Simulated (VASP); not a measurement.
# Re2P3 (P-3m1) in VASP: notebook

Runs on Re2P3. Level: PBE+D3(BJ). Tasks: single point, relaxation of cell and atoms.

All numbers are computed with VASP 6.6.1; they aren't measurements. Logs are shortened: lines on timing, memory, paths and dates and some standing lists are left out, and cuts for length are marked.

## Step 1: The cell of the first run

The structure is trigonal, space group P-3m1 (No. 164). Conventional cell: a = 2.921 Å, b = 2.921 Å, c = 9.628 Å, α = 90.00°, β = 90.00°, γ = 120.00°. Within 3.1 Å of Re (site symmetry 3m) lie 6 P at 2.38 to 2.57 Å and 6 Re at 2.92 Å. Within 3.1 Å of P (site symmetry 3m) lie 3 Re at 2.38 Å and 9 P at 2.92 to 2.93 Å. Within 3.4 Å of P (site symmetry -3m) lie 6 Re at 2.57 Å and 6 P at 2.92 Å.

## Step 2: Single point, PBE+D3(BJ)

INCAR reads:

```
PREC     = Accurate       # precision mode
ENCUT    = 520            # plane-wave cutoff, eV
EDIFF    = 1E-6           # SCF threshold, eV
ISMEAR   = 0              # smearing method
SIGMA    = 0.1            # smearing width, eV
LREAL    = F              # projectors in reciprocal space
LASPH    = T              # aspherical terms in the spheres
NELM     = 100            # most SCF steps
ALGO     = Normal         # electronic algorithm
ISIF     = 2              # what is computed and relaxed
LWAVE    = F              # write WAVECAR
LCHARG   = F              # write CHGCAR
GGA      = PE             # functional
IVDW     = 12             # dispersion correction
NBANDS   = 22             # bands
```

KPOINTS reads:

```
Automatic mesh
0
Gamma
  6 6 2
```

POSCAR reads:

```
Re2P3
1.0
    2.9211946000      0.0000000000      0.0000000000
   -1.4605973000      2.5298287330      0.0000000000
    0.0000000000      0.0000000000      9.6281554332
Re P
2 3
Direct
    0.3333333333      0.6666666667      0.7987823606
    0.6666666667      0.3333333333      0.2012176394
    0.6666666667      0.3333333333      0.6247269795
    0.0000000000      0.0000000000      0.0000000000
    0.3333333333      0.6666666667      0.3752730205
```

Potentials or basis: VASP PAW PBE potentials, release 64 (Re, P).

Run with:

```bash
$ cat potpaw_PBE.64/Re/POTCAR potpaw_PBE.64/P/POTCAR > POTCAR
$ mpirun -np 1 vasp_std > vasp.out
```

OUTCAR:

```text
PREC = Accurate
   ENCUT = 520
   EDIFF = 1E-6
   ISMEAR = 0
   LREAL = F
   LASPH = T
   NELM = 100
   ISIF = 2
   GGA = PE
   IVDW = 12
 IVDW          = 12

 ion  position               nearest neighbor table
   1  0.333  0.667  0.799-   3 2.38   3 2.38   3 2.38   4 2.57   4 2.57   4 2.57
   2  0.667  0.333  0.201-   5 2.38   5 2.38   5 2.38   4 2.57   4 2.57   4 2.57
   3  0.667  0.333  0.625-   1 2.38   1 2.38   1 2.38   5 2.93   5 2.93   5 2.93
   4  0.000  0.000  0.000-   1 2.57   2 2.57   2 2.57   1 2.57   2 2.57   1 2.57
   5  0.333  0.667  0.375-   2 2.38   2 2.38   2 2.38   3 2.93   3 2.93   3 2.93

  LATTYP: Found a hexagonal cell.
 ALAT       =     2.9211946000
 C/A-ratio  =     3.2959650936

  Lattice vectors:

 A1 = (   2.9211946000,   0.0000000000,   0.0000000000)
 A2 = (  -1.4605973000,   2.5298287330,   0.0000000000)
 A3 = (   0.0000000000,   0.0000000000,   9.6281554332)

Analysis of symmetry for initial positions (statically):
=====================================================================
 Subroutine PRICEL returns:
 Original cell was already a primitive cell.

 Routine SETGRP: Setting up the symmetry group for a
 hexagonal supercell.

 Subroutine GETGRP returns: Found 12 space group operations
 (whereof 12 operations were pure point group operations)
 out of a pool of 24 trial point group operations.

The static configuration has the point symmetry D_3d.

Analysis of symmetry for dynamics (positions and initial velocities):
=====================================================================
 Subroutine PRICEL returns:
 Original cell was already a primitive cell.

 Routine SETGRP: Setting up the symmetry group for a
 hexagonal supercell.

 Subroutine GETGRP returns: Found 12 space group operations
 (whereof 12 operations were pure point group operations)
 out of a pool of 24 trial point group operations.

The dynamic configuration has the point symmetry D_3d.

 Subroutine INISYM returns: Found 12 space group operations
 (whereof 12 operations are pure point group operations),
 and found     1 'primitive' translations

----------------------------------------------------------------------------------------

                                     Primitive cell

  volume of cell :      71.1532

  direct lattice vectors                    reciprocal lattice vectors
     2.921194600  0.000000000  0.000000000     0.342325705  0.197641838  0.000000000
    -1.460597300  2.529828733  0.000000000     0.000000000  0.395283676  0.000000000
     0.000000000  0.000000000  9.628155433     0.000000000  0.000000000  0.103862054

  length of vectors
     2.921194600  2.921194600  9.628155433     0.395283676  0.395283676  0.103862054

  position of ions in fractional coordinates (direct lattice)
     0.333333333  0.666666667  0.798782361
     0.666666667  0.333333333  0.201217639
     0.666666667  0.333333333  0.624726979
     0.000000000  0.000000000  0.000000000
     0.333333333  0.666666667  0.375273021

  ion indices of the primitive-cell ions
   primitive index   ion index
                 1           1
                 2           2
                 3           3
                 4           4
                 5           5

----------------------------------------------------------------------------------------

 KPOINTS: Automatic mesh

Automatic generation of k-mesh.
 Grid dimensions read from file:
 generate k-points for:    6    6    2

 Generating k-lattice:

  Cartesian coordinates                     Fractional coordinates (reciprocal lattice)
     0.057054284  0.032940306  0.000000000     0.166666667  0.000000000  0.000000000
     0.000000000  0.065880613  0.000000000     0.000000000  0.166666667  0.000000000
     0.000000000  0.000000000  0.051931027     0.000000000  0.000000000  0.500000000

  Length of vectors
     0.065880613  0.065880613  0.051931027

  Shift w.r.t. Gamma in fractional coordinates (k-lattice)
     0.000000000  0.000000000  0.000000000

 Subroutine IBZKPT returns following result:
 ===========================================

 Found     14 irreducible k-points:

 Following reciprocal coordinates:
            Coordinates               Weight
  0.000000  0.000000  0.000000      1.000000
  0.166667 -0.000000  0.000000      6.000000
  0.333333  0.000000  0.000000      6.000000
  0.500000  0.000000  0.000000      3.000000
  0.166667  0.166667  0.000000      6.000000
  0.333333  0.166667  0.000000     12.000000
  0.333333  0.333333  0.000000      2.000000
  0.000000  0.000000  0.500000      1.000000
  0.166667 -0.000000  0.500000      6.000000
  0.333333  0.000000  0.500000      6.000000
  0.500000  0.000000  0.500000      3.000000
  0.166667  0.166667  0.500000      6.000000
  0.333333  0.166667  0.500000     12.000000
  0.333333  0.333333  0.500000      2.000000
   k-points           NKPTS =     14   k-points in BZ     NKDIM =     14   number of bands    NBANDS=     22
   number of dos      NEDOS =    301   number of ions     NIONS =      5
   total plane-waves  NPLWV =  41472
   dimension x,y,z NGX =    24 NGY =   24 NGZ =   72
   dimension x,y,z NGXF=    48 NGYF=   48 NGZF=  144
   ions per type =               2   3
   NGX,Y,Z   is equivalent  to a cutoff of  13.66, 13.66, 12.43 a.u.
   NGXF,Y,Z  is equivalent  to a cutoff of  27.32, 27.32, 24.86 a.u.
 SYSTEM =  unknown system
   PREC   = accura    normal or accurate (medium, high low for compatibility)
   ISTART =      0    job   : 0-new  1-cont  2-samecut
   ICHARG =      2    charge: 1-file 2-atom 10-const
   ISPIN  =      1    spin polarized calculation?
   LNONCOLLINEAR =      F non collinear calculations
   LSORBIT =      F    spin-orbit coupling
   LASPH  =      T    aspherical Exc in radial PAW
   ENCUT  =  520.0 eV  38.22 Ry    6.18 a.u.   5.43  5.43 17.90*2*pi/ulx,y,z
   NELM   =    100;   NELMIN=  2; NELMDL= -5     # of ELM steps
   EDIFF  = 0.1E-05   stopping-criterion for ELM
   LREAL  =      F    real-space projection
   EDIFFG = 0.1E-04   stopping-criterion for IOM
   NSW    =      0    number of steps for IOM
   IBRION =     -1    ionic relax: 0-MD 1-quasi-New 2-CG
   NFREE  =      0    steps in history (QN), initial steepest desc. (CG)
   ISIF   =      2    stress and relaxation
   ISYM   =      2    0-nonsym 1-usesym 2-fastsym
   POTIM  = 0.5000    time-step for ionic-motion
   TEBEG  =    0.0;   TEEND  =   0.0 temperature during run
   PSTRESS=    0.0 pullay stress
   NELECT =      29.0000    total number of electrons
   NUPDOWN=      -1.0000    fix difference up-down
   EMIN   =  10.00;   EMAX   =-10.00  energy-range for DOS
   EFERMI =   0.00;   METHOD = LEGACY
   ISMEAR =     0;   SIGMA  =   0.10  broadening in eV -4-tet -1-fermi 0-gaus
   EFERMI_NEDOS =   21; number of points for ismear=-14 and -15
   IALGO  =     38    algorithm
   IMIX   =      4    mixing-type and parameters
     AMIX     =   0.40;   BMIX     =  1.00
     AMIX_MAG =   1.60;   BMIX_MAG =  1.00
  volume/ion in A,a.u.               =      14.23        96.03
  Fermi-wavevector in a.u.,A,eV,Ry     =   1.213787  2.293725 20.045187  1.473280
  Thomas-Fermi vector in A             =   2.349228
   LORBIT       =      0    0 simple, 1 ext, 2 COOP (PROOUT), +10 PAW based schemes
   GGA     = PE    functional components
   LHFCALC =     F    Hartree Fock is set to
   AEXX    =    0.0000 exact exchange contribution
   IVDW    =    12    specifies the selected vdW correction
   LEPSILON=     F    determine dielectric tensor
   LRPA    =     F    only Hartree local field effects (RPA)
 non-spin polarized calculation
 Gauss-broadening in eV      SIGMA  =   0.10
  energy-cutoff  :      520.00
  volume of cell :       71.15
 maximum number of plane-waves:      1955
 NGX is ok and might be reduce to    24
   NGX = 11   NGY = 11   NGZ = 35

 number of electron      28.9999994 magnetization

 Free energy of the ion-electron system (eV)
  ---------------------------------------------------
  ext. energy  EPLUGINS =         0.00000000
  ---------------------------------------------------
  free energy    TOTEN  =       -40.77786014 eV

  energy without entropy =      -40.75780682  energy(sigma->0) =      -40.76783348

 E-fermi :   9.0589     XC(G=0): -12.4115

 val. band max:        9.0521959584   @ k =   0.0000   0.0000   0.5000
 cond. band min:       9.0692358044   @ k =   0.3333   0.1667   0.5000
 fundamental gap:      0.0170398460
 Fermi energy:         9.0588605146

 k-point     1 :       0.0000    0.0000    0.0000
  band No.  band energies     occupation
      1      -5.6132      2.00000
      2      -4.2046      2.00000
      3      -3.8274      2.00000
      4       1.6436      2.00000
      5       1.6959      2.00000
      6       5.8544      2.00000
[... 14 lines left out ...]
     21      15.4212      0.00000
     22      15.4603      0.00000

 k-point     2 :       0.1667   -0.0000    0.0000
  band No.  band energies     occupation
      1      -4.9576      2.00000
      2      -3.7734      2.00000
      3      -3.2321      2.00000
      4       2.1393      2.00000
      5       2.3483      2.00000
      6       5.0508      2.00000
[... 14 lines left out ...]
     21      13.7276      0.00000
     22      15.1726      0.00000

 k-point     3 :       0.3333    0.0000    0.0000
  band No.  band energies     occupation
      1      -3.1643      2.00000
      2      -2.6513      2.00000
      3      -1.7612      2.00000
      4       2.2497      2.00000
      5       3.4484      2.00000
      6       3.8563      2.00000
[... 14 lines left out ...]
     21      14.2612      0.00000
     22      14.3804      0.00000

 k-point     4 :       0.5000    0.0000    0.0000
  band No.  band energies     occupation
      1      -1.8449      2.00000
      2      -1.4726      2.00000
      3      -0.3699      2.00000
      4       1.2238      2.00000
      5       1.8988      2.00000
      6       3.0160      2.00000
[... 14 lines left out ...]
     21      13.9779      0.00000
     22      14.5208      0.00000

 k-point     5 :       0.1667    0.1667    0.0000
  band No.  band energies     occupation
      1      -3.7213      2.00000
      2      -2.9665      2.00000
      3      -2.2069      2.00000
      4       2.7571      2.00000
      5       3.0876      2.00000
      6       4.5750      2.00000
[... 14 lines left out ...]
     21      13.2814      0.00000
     22      15.2678      0.00000

 k-point     6 :       0.3333    0.1667    0.0000
  band No.  band energies     occupation
      1      -1.7360      2.00000
      2      -1.6742      2.00000
      3      -0.7790      2.00000
      4       2.4486      2.00000
      5       2.5893      2.00000
      6       3.5047      2.00000
[... 14 lines left out ...]
     21      12.9291      0.00000
     22      15.3578      0.00000

 k-point     7 :       0.3333    0.3333    0.0000
  band No.  band energies     occupation
      1      -0.7592      2.00000
      2      -0.5313      2.00000
      3      -0.5313      2.00000
      4       2.8272      2.00000
      5       2.8272      2.00000
      6       3.1103      2.00000
[... 74 lines left out ...]
      6       3.6565      2.00000
[... 14 lines left out ...]
     21      13.8860      0.00000
     22      15.0943      0.00000

 k-point    11 :       0.5000    0.0000    0.5000
  band No.  band energies     occupation
      1      -2.0016      2.00000
      2      -1.0137      2.00000
      3      -0.7052      2.00000
      4       1.0155      2.00000
      5       2.2909      2.00000
      6       2.8354      2.00000
[... 14 lines left out ...]
     21      14.1861      0.00000
     22      14.8479      0.00000

 k-point    12 :       0.1667    0.1667    0.5000
  band No.  band energies     occupation
      1      -3.4558      2.00000
      2      -3.4130      2.00000
      3      -1.9839      2.00000
      4       2.4829      2.00000
      5       3.3623      2.00000
      6       4.4913      2.00000
[... 14 lines left out ...]
     21      13.8874      0.00000
     22      14.5370      0.00000

 k-point    13 :       0.3333    0.1667    0.5000
  band No.  band energies     occupation
      1      -1.8954      2.00000
      2      -1.4168      2.00000
      3      -0.8898      2.00000
      4       2.3551      2.00000
      5       2.7512      2.00000
      6       3.3515      2.00000
[... 14 lines left out ...]
     21      13.5750      0.00000
     22      14.7488      0.00000

 k-point    14 :       0.3333    0.3333    0.5000
  band No.  band energies     occupation
      1      -0.7571      2.00000
      2      -0.5374      2.00000
      3      -0.5374      2.00000
      4       2.8984      2.00000
      5       2.9385      2.00000
      6       2.9385      2.00000
[... 14 lines left out ...]
     21      12.9248      0.00000
     22      13.2637      0.00000

------------------------ aborting loop because EDIFF is reached ----------------------------------------

 Edisp (eV)   -2.84011

 E8    (eV) :    -1.2299

  FORCE on cell =-STRESS in cart. coord.  units (eV):
  Direction    XX          YY          ZZ          XY          YZ          ZX
  --------------------------------------------------------------------------------------
  -------------------------------------------------------------------------------------
  Total       0.27800     0.27800     0.37620     0.00000    -0.00000     0.00000
  in kB       6.25975     6.25975     8.47095     0.00000    -0.00000     0.00000
  external pressure =        7.00 kB  Pullay stress =        0.00 kB

 VOLUME and BASIS-vectors are now :
 -----------------------------------------------------------------------------
  energy-cutoff  :      520.00
  volume of cell :       71.15
      direct lattice vectors                 reciprocal lattice vectors
     2.921194600  0.000000000  0.000000000     0.342325705  0.197641838  0.000000000
    -1.460597300  2.529828733  0.000000000     0.000000000  0.395283676  0.000000000
     0.000000000  0.000000000  9.628155433     0.000000000  0.000000000  0.103862054

 POSITION                                       TOTAL-FORCE (eV/Angst)
 -----------------------------------------------------------------------------------
     -0.00000      1.68655      7.69080         0.000000      0.000000      0.042644
      1.46060      0.84328      1.93735         0.000000     -0.000000     -0.042644
      1.46060      0.84328      6.01497        -0.000000     -0.000000     -0.069587
      0.00000      0.00000      0.00000         0.000000      0.000000      0.000000
     -0.00000      1.68655      3.61319         0.000000      0.000000      0.069587
 -----------------------------------------------------------------------------------
    total drift:                                0.000000      0.000000      0.000000

  FREE ENERGIE OF THE ION-ELECTRON SYSTEM (eV)
  ---------------------------------------------------
  free  energy   TOTEN  =       -43.6179710434 eV

  energy  without entropy=      -43.5979177234  energy(sigma->0) =      -43.60794438
```

Run time: 15 s. Hardware: 1 thread of Intel Xeon 6975P-C (Granite Rapids), shared host; peak memory 0.2 GiB.

What came out:

* Free energy: -43.6180 eV
* Pressure: 0.7 GPa
* Largest force: 0.070 eV/Å
* Band gap on the k mesh: zero (an odd number of electrons rules out a gap without spin polarisation)
* Dispersion energy per atom: -0.568 eV

Forces on the atoms (eV/Å):
```
Re   0.000  0.000  0.043
Re   0.000  0.000 -0.043
P    0.000  0.000 -0.070
P    0.000  0.000  0.000
P    0.000  0.000  0.070
```

Caveat: the k points lie up to 0.41 Å⁻¹ apart, too coarse for converged energies and pressures of a metal; spin-orbit coupling is left out, which moves the levels of the heavy elements.

[end of part 1 of 2]
